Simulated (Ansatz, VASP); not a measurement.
# Lu: VASP beside Ansatz

The input INCAR:

```
PREC = Accurate ; ENCUT = 520
EDIFF = 1E-8 ; ISMEAR = -1
SIGMA = 0.03 ; LREAL = False
LASPH = True ; NELM = 60
ALGO = Normal ; ISIF = 2
LWAVE = False ; LCHARG = False
GGA = PE ; LEFG = True
NBANDS = 32
```

The input KPOINTS:

```
regular mesh
0
Gamma
  13 13 8
```

File POSCAR:

```
Lu
1.0
    3.4503975829      0.0000000000      0.0000000000
   -1.7251987915      2.9881319600      0.0000000000
    0.0000000000      0.0000000000      5.4722326170
Lu
2
Direct
    0.3333333333      0.6666666667      0.2500000000
    0.6666666667      0.3333333333      0.7500000000
```

Input for Ansatz:

```yaml
crystal:
  lattice:
    - [3.4503975829, 0.0, 0.0]
    - [-1.7251987915, 2.98813196, 0.0]
    - [0.0, 0.0, 5.472232617]
  atoms:
    - { symbol: Lu, position: [0.3333333333, 0.6666666667, 0.25] }
    - { symbol: Lu, position: [0.6666666667, 0.3333333333, 0.75] }
kpoints:
  mp_grid: { grid: [13, 13, 8] }
scf:
  occupations: { method: fermi_dirac, width: 0.03 }
hamiltonian:
  xc: pbe
  pseudopotentials: { kind: paw }
output:
  forces: true
  stress: true
  eigenvalues: true
  efg: { contact_densities: true }
  write_density: true
  write_potential: true
  elf: true
  volumetric_format: npy
```

Change from the starting cell: volume scaled by 0.95, PAW files.

Alike in both runs: task electric field gradients; functional PBE; k mesh 13 × 13 × 8; occupations fermi-dirac, width 0.03 eV; no spin polarisation.

|  | VASP | Ansatz |
| --- | --- | --- |
| version | VASP 6.6.1 | Ansatz 0.2.0 |
| potentials or method | VASP PAW PBE potentials, release 64 (Lu) | PAW with Ansatz's default frozen-core files, scalar-relativistic |
| plane-wave cutoff (eV) | 520 | 420 |
| valence electrons in the cell | 50 | 50 |

```tsv
	VASP	Ansatz	Ansatz less VASP
pressure (GPa)	1.7	1.5	-0.16
traceless stress, the component that is largest in VASP (GPa)	-0.97	-0.97	+0.004
size of Vzz on the site where it differs most (V/Å²)	65.7	56.7	-8.98
```

Spin-orbit coupling is off throughout.
